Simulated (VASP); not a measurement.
# KBe7C4 (a cell with a defect): single point with PBEsol

The system is KBe7C4 (a cell with a defect).

```
CELL_PARAMETERS angstrom
0.00000 4.31064 4.31064
4.31064 0.00000 4.31064
4.31064 4.31064 0.00000
ATOMIC_POSITIONS crystal
K 0.86770 0.40190 0.36587
K 0.14947 0.11138 0.10651
Be 0.36530 0.90136 0.86489
Be 0.39443 0.86277 0.38024
Be 0.87491 0.37669 0.87581
Be 0.37786 0.38137 0.87219
Be 0.89479 0.87541 0.34368
Be 0.62743 0.63134 0.63071
Be 0.37662 0.35734 0.40680
Be 0.86098 0.87502 0.90269
Be 0.12166 0.11529 0.62813
Be 0.60458 0.63265 0.12327
Be 0.12567 0.62254 0.12121
Be 0.63334 0.12577 0.62335
Be 0.62342 0.13693 0.11362
Be 0.11212 0.63955 0.62620
C 0.00257 0.00720 0.99071
C 0.50244 0.53117 0.48858
C 0.99173 0.01617 0.49562
C 0.47288 0.52612 0.00262
C 0.00797 0.48720 0.01410
C 0.47574 0.00815 0.52235
C 0.48721 0.00027 0.99868
C 0.00121 0.50867 0.49483
```

| Property | Result |
| --- | --- |
| Program | VASP 6.6.1 |
| Task | single point |
| Functional | PBEsol |
| Potentials or basis | VASP PAW PBE potentials, release 64 (K_sv, Be, C) |
| Cutoff | 520 eV |
| k mesh | 2 × 2 × 2, shifted |
| Occupations | fermi-dirac, width 0.05 eV |
| Spin | collinear spin |
| Dipole correction | no |
| Further INCAR settings | ALGO = Normal; EDIFF = 1e-06; NBANDS = 61 |

| Quantity | Value |
| --- | --- |
| Pressure | 66.1 GPa |
| Largest force | 14.055 eV/Å |
| Band gap on the k mesh | zero (filled and empty bands overlap) |
| Net moment | 0.00 μB per cell |
| Valence electrons inside the program's atomic spheres | K 8.89, 8.97; Be 1.48, 1.38, 1.25, 1.30, 1.28, 1.34, 1.27, 1.37, 1.32, 1.40, 1.29, 1.21 (each value once); C 2.59, 2.56, 2.51, 2.49, 2.54, 2.52, 2.58, 2.53 |

Forces in eV/Å, atoms in the order of the input:
```
K    -2.317   0.918  -1.669
K     6.949  -0.264  -2.539
Be   -3.561   0.438  -1.114
Be    1.241   0.150   0.175
Be    0.028  -1.720   0.608
Be    0.081  -0.840   2.141
Be    1.443   0.826  -2.337
Be    2.263   0.076   0.187
Be    0.729  -1.824   0.723
Be   -1.590  -0.364   0.344
Be    0.453   0.538  -0.305
Be    0.085  -1.377   0.250
Be    0.404   0.203   2.328
Be   -0.144   0.613  -1.449
Be    0.492   0.198  -0.283
Be   -0.310   0.018   0.640
C    -3.880  -6.664  -6.764
C     4.075  -3.865  -7.680
C    -0.331   7.278  -7.964
C    -2.067   1.973   0.263
C    -1.322 -10.552   9.190
C    -2.235  -0.055   2.000
C    -5.948   8.428   8.793
C     5.463   5.870   4.461
```

Stress tensor (GPa, compression positive):
```
68.01 -1.47 -3.39
-1.47 65.76 12.79
-3.39 12.79 64.53
```

Levels at points of the mesh, in eV from the Fermi level:
Spin up:
| k point | band 35 | band 36 | band 37 | band 38 | band 39 | band 40 | band 41 | band 42 | band 43 | band 44 |
| --- | --- | --- | --- | --- | --- | --- | --- | --- | --- | --- |
| (0.25, 0.25, 0.25) | -2.01 | -1.75 | -1.28 | -1.06 | -0.77 | -0.21 | 1.31 | 1.63 | 1.93 | 2.69 |
Spin down:
```tsv
k point	band 35	band 36	band 37	band 38	band 39	band 40	band 41	band 42	band 43	band 44
(0.25, 0.25, 0.25)	-2.01	-1.75	-1.28	-1.06	-0.77	-0.21	1.31	1.63	1.93	2.69
```

It took 8.9 min on 1 thread of Intel(R) Xeon(R) Platinum 8259CL CPU @ 2.50GHz (Skylake/Cascade Lake) (shared host), peak memory 0.53 GiB.

Caveat: the k points lie up to 0.63 Å⁻¹ apart, too coarse for converged energies and pressures of a metal; the PAW data sets were made with another functional, which shifts forces and pressure a little.
